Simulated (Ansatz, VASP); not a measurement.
**Bi3Te2S in VASP and in Ansatz**

```xyz
6
Lattice="6.9644 0.0000 0.0000 -3.4822 6.0314 0.0000 0.0000 0.0000 4.3351" Properties=species:S:1:pos:R:3 pbc="T T T"
Bi    4.9268    0.0000    2.2773
Bi   -2.4634    4.2667    2.2773
Bi    1.0188    1.7647    2.2773
Te    0.0000    4.0209    4.4502
Te    3.4822    2.0105    4.4502
S     0.0000    0.0000    0.1195
```

Alike in both runs: functional PBE; k mesh 6 × 6 × 10; occupations gaussian, width 0.1 eV; no spin polarisation.

Ansatz relaxed the structure, and its values are those at the end. VASP's run is a single point on that final structure, the one shown.

```csv
,VASP,Ansatz
version,VASP 6.6.1,Ansatz 0.2.0
potentials or method,"VASP PAW PBE potentials, release 64 (Bi_d, Te, S), cutoff 520 eV","scalar-relativistic, plane waves, PAW"
valence electrons in the cell,63,83
```

|  | VASP | Ansatz | Ansatz less VASP |
| --- | --- | --- | --- |
| gap on the k mesh at the Fermi level (eV) | none | none | - |
| pressure (GPa) | -0.1 | 0.0 | +0.05 |
| rms of the force components (eV/Å) | 0.003 | 0.003 | -0.0003 |

A gap of «none» marks a metal or a gap that the smearing closes. VASP's potentials hold 63 valence electrons a cell and Ansatz's 83, so a difference there can come from the potentials and not from the codes.

Spin-orbit coupling is off throughout.
